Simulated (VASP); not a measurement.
Wanted: the native input for a VASP 6.6.1 run.

- Task: relaxation of shape and atoms at fixed volume
- Functional: PBE
- Potentials or basis: VASP PAW PBE potentials, release 64 (Ba_sv)
- Cutoff: 600 eV
- k mesh: 10 × 10 × 9
- Occupations: fermi-dirac, width 0.08 eV
- Spin: no spin polarisation
- Dipole correction: no
- Further INCAR settings: ALGO = Normal; EDIFF = 1e-06; IBRION = 2; EDIFFG = -0.005; NSW = 50; ISIF = 4

The structure of Ba lies in POSCAR:

```
Ba
1.0
    3.9543596538      0.0000000000      0.0000000000
   -1.9771798269      3.4245759159      0.0000000000
    0.0000000000      0.0000000000      3.6737760584
Ba
1
Direct
    0.0000000000      0.0000000000      0.0000000000
```

This isn't the form of Ba at room conditions, which is bcc.

The input as run:

INCAR

```
PREC = Accurate
ENCUT = 600
EDIFF = 1E-6
ISMEAR = -1
SIGMA = 0.08
LREAL = F
LASPH = T
NELM = 60
ALGO = Normal
ISIF = 4
LWAVE = F
LCHARG = F
GGA = PE
IBRION = 2
NSW = 50
EDIFFG = -0.005
```

KPOINTS

```
Automatic mesh
0
Gamma
  10 10 9
```

Potentials or basis: VASP PAW PBE potentials, release 64 (Ba_sv).

The run is started by

```console
$ cat potpaw_PBE.64/Ba_sv/POTCAR > POTCAR
$ mpirun -np 1 vasp_std > vasp.out
```

It gave:

```
Energy gained by relaxing : 0.2 meV/atom
Ionic steps               : 3
Pressure after relaxing   : 2.8 GPa
Band gap on the k mesh    : zero (bands 5 and 6 overlap by 0.75 eV)
```

Caveat: spin-orbit coupling is left out, which moves the levels of the heavy elements.

Wall time 21 s on 1 thread of Intel(R) Xeon(R) 6975P-C (Granite Rapids), with other jobs on the host, peak memory 0.2 GiB.
